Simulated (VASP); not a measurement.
Wanted: the native input for a VASP 6.6.1 run.

```
Task                   : electric field gradients
Functional             : PBE
Potentials or basis    : VASP PAW PBE potentials, release 64 (In_d)
Cutoff                 : 520 eV
k mesh                 : 14 × 14 × 14
Occupations            : fermi-dirac, width 0.05 eV
Spin                   : no spin polarisation
Dipole correction      : no
Further INCAR settings : ALGO = Normal; EDIFF = 1e-08; NBANDS = 26
```

The structure of In lies in POSCAR:

```
In
1.0
    1.6584308627      0.9574955050      8.1523779443
   -1.6584308627      0.9574955050      8.1523779443
    0.0000000000     -1.9149910101      8.1523779443
In
3
Direct
    0.0000000000      0.0000000000      0.0000000000
    0.7780122400      0.7780122400      0.7780122400
    0.2219877600      0.2219877600      0.2219877600
```

This cell differs from its parent crystal: volume scaled by 0.98.

These files were run (other wordings do the same):

INCAR

```
SYSTEM = In
  ALGO = Normal
  EDIFF = 1E-8
  ENCUT = 520
  GGA = PE
  ISIF = 2
  ISMEAR = -1
  LASPH = .True.
  LCHARG = .False.
  LEFG = .True.
  LREAL = .False.
  LWAVE = .False.
  NBANDS = 26
  NELM = 100
  PREC = Accurate
  SIGMA = 0.05
```

KPOINTS

```
k-points
0
Gamma
  14 14 14
  0 0 0
```

Potentials or basis: VASP PAW PBE potentials, release 64 (In_d).

Command:

```bash
$ cat potpaw_PBE.64/In_d/POTCAR > POTCAR
$ mpirun -np 1 vasp_std > vasp.out
```

Results of the run:

- Pressure: 2.6 GPa
- Largest force: 0.024 eV/Å

Caveat: without QUAD_EFG the Cq values of the log hold for a quadrupole moment of 1 mb, not for the nuclei.

Wall time 39 min on 1 thread of Intel(R) Xeon(R) Platinum 8259CL CPU @ 2.50GHz (Skylake/Cascade Lake), on a shared host, peak memory 0.8 GiB.
